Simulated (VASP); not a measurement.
Input of a VASP 6.6.1 run:

Contents of INCAR:

```
SYSTEM = MgO
PREC = Accurate
ENCUT = 600
EDIFF = 1E-6
ISMEAR = 0
SIGMA = 0.01
LREAL = .FALSE.
LASPH = .TRUE.
NELM = 80
ALGO = Normal
ISIF = 3
LWAVE = .FALSE.
LCHARG = .FALSE.
GGA = PE
IBRION = 2
NSW = 80
EDIFFG = -0.01
```

KPOINTS

```
Automatic mesh
0
G
  9 9 9
  0 0 0
```

The input POSCAR:

```
MgO
1.0
    2.9818690000      0.0000000000      0.0000000000
    1.4909345000      2.5823743048      0.0000000000
    1.4909345000      0.8607914349      2.4346858433
Mg O
1 1
Direct
    0.0000000000      0.0000000000      0.0000000000
    0.5000000000      0.5000000000      0.5000000000
```

Potentials or basis: VASP PAW PBE potentials, release 64 (Mg, O).

Run with:

```sh
$ cat potpaw_PBE.64/Mg/POTCAR potpaw_PBE.64/O/POTCAR > POTCAR
$ mpirun -np 1 vasp_std > vasp.out
```

(1) Predict the relaxed cell.

(2) Predict the band gap on the k mesh.

(3) Estimate the space group after relaxing (to 0.1 Å).

(4) Predict the relaxed volume.

Results:

(1) a = 3.002 Å, b = 3.002 Å, c = 3.002 Å, α = 60.00°, β = 60.00°, γ = 60.00°.

(2) 4.50 eV.

(3) Fm-3m (No. 225).

(4) 9.56 Å³/atom.
